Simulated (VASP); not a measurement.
# P: single point with HF

P, a slab with vacuum:

```
CELL_PARAMETERS angstrom
3.27281 0.00000 0.00000
-1.63641 2.83434 0.00000
0.00000 0.00000 26.15188
ATOMIC_POSITIONS crystal
P 0.33333 0.66667 0.32411
P 0.66667 0.33333 0.37090
```

- Program: VASP 6.6.1
- Task: single point
- Functional: HF
- Potentials or basis: VASP PAW PBE potentials, release 64 (P)
- Cutoff: 520 eV
- k mesh: 6 × 6 × 1
- Occupations: gaussian, width 0.01 eV
- Spin: no spin polarisation
- Dipole correction: yes
- Grid for exact exchange (PRECFOCK): Normal
- Further INCAR settings: ALGO = Normal; EDIFF = 1e-06; NBANDS = 12
- Share of exact exchange: 1

The largest force is 1.210 eV/Å, the band gap on the k mesh is 8.75 eV (least direct gap 9.08 eV) and the ionisation potential of the upper face is 9.14 eV.

Forces in eV/Å, atoms in the order of the input:
```
P    0.000  0.000  1.210
P    0.000  0.000 -1.210
```

Levels at points of the mesh, in eV from the valence-band top:
```csv
k point,band 2,band 3,band 4,band 5,band 6,band 7,band 8,band 9
"(0.00, 0.00, 0.00)",-9.13,-0.62,0.00,0.00,9.21,9.40,9.83,10.14
"(0.50, 0.00, 0.00)",-12.46,-4.22,-2.90,-1.55,8.95,10.25,13.14,13.44
```

Run time: 48 min on 1 thread of Intel Xeon 8259CL, with other jobs on the host, peak memory 0.33 GiB.

Caveat: the PAW data sets were made with another functional, which shifts forces and pressure a little.
